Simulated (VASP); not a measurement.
Wanted: the native input for a VASP 6.6.1 run.

```yaml
Task: single point
Functional: r2SCAN
Potentials_or_basis: VASP PAW PBE potentials, release 64 (Cu)
Cutoff: 660 eV
k_mesh: 6 × 6 × 4
Occupations: gaussian, width 0.1 eV
Spin: no spin polarisation
Dipole_correction: no
Further_INCAR_settings: ALGO = Normal; EDIFF = 1e-06; NBANDS = 18
```

The system is Cu.

```
Cu
1.0
     2.53410    0.00000    0.00000
    -1.26705    2.19459    0.00000
     0.00000    0.00000    4.11257
Cu
2
Direct
  0.33333 0.66667 0.25000
  0.66667 0.33333 0.75000
```

These files were run (other wordings do the same):

POSCAR

```
Cu
1.0
    2.5340966698      0.0000000000      0.0000000000
   -1.2670483349      2.1945920917      0.0000000000
    0.0000000000      0.0000000000      4.1125710000
Cu
2
Direct
    0.3333333333      0.6666666667      0.2500000000
    0.6666666667      0.3333333333      0.7500000000
```

INCAR.step1

```
PREC = Accurate
ENCUT = 660
ISMEAR = 0
SIGMA = 0.1
LREAL = False
LASPH = True
NELM = 120
NBANDS = 18
GGA = PE
ALGO = Normal
EDIFF = 1E-5
LWAVE = True
LCHARG = False
GGA_COMPAT = False
```

INCAR.step2

```
PREC = Accurate
ENCUT = 660
EDIFF = 1E-6
ISMEAR = 0
SIGMA = 0.1
LREAL = False
LASPH = True
NELM = 120
ALGO = Normal
ISIF = 2
LWAVE = False
LCHARG = False
METAGGA = R2SCAN
LMIXTAU = True
NBANDS = 18
ISTART = 1
GGA_COMPAT = False
```

KPOINTS

```
Automatic mesh
0
Gamma
  6 6 4
```

Potentials or basis: VASP PAW PBE potentials, release 64 (Cu).

The run is started by

```bash
$ cat potpaw_PBE.64/Cu/POTCAR > POTCAR
$ cp INCAR.step1 INCAR
$ mpirun -np 1 vasp_std > vasp.out
$ cp INCAR.step2 INCAR
$ mpirun -np 1 vasp_std > vasp.out
```

Results of the run:

```yaml
Pressure: 1.2 GPa
Band_gap_on_the_k_mesh: zero (band 11 reaches 12.06 eV, above the bottom of band 12 at 5.69 eV)
```

Caveat: the k points lie up to 0.48 Å⁻¹ apart; the PAW data sets were made with another functional, which shifts forces and pressure a little.

It took 48 s on 1 thread of AMD EPYC 7R43 64-Core Processor (Zen 3), with other jobs on the host, peak memory 0.13 GiB.
